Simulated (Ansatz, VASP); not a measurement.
**MgO in VASP and in Ansatz**

```
Mg O
1.0
     3.31508    0.00000    0.00000
    -1.65754    2.87094    0.00000
     0.00000    0.00000    5.11824
Mg O
2 2
Direct
  0.33333 0.66667 0.00619
  0.66667 0.33333 0.50619
  0.33333 0.66667 0.39841
  0.66667 0.33333 0.89841
```

Alike in both runs: functional PBE; k mesh 12 × 12 × 6; occupations gaussian, width 0.02 eV; no spin polarisation.

Ansatz relaxed the structure, and its values are those at the end. VASP's run is a single point on that final structure, the one shown.

|  | VASP | Ansatz |
| --- | --- | --- |
| version | VASP 6.6.1 | Ansatz 0.2.0 |
| potentials or method | VASP PAW PBE potentials, release 64 (Mg, O), cutoff 520 eV | scalar-relativistic, plane waves, PAW |
| valence electrons in the cell | 16 | 32 |

Ansatz gave:

- gap on the k mesh at the Fermi level (eV): 3.41
- least direct gap on the mesh (eV): 3.41
- pressure (GPa): 0.0

Q: What did VASP give for the same quantities?

A: gap on the k mesh at the Fermi level (eV): 3.39; least direct gap on the mesh (eV): 3.39; pressure (GPa): -0.4.

With one functional, cell and mesh, what is left measures potentials, basis and numerics. VASP's potentials hold 16 valence electrons a cell and Ansatz's 32, so a difference there can come from the potentials and not from the codes.
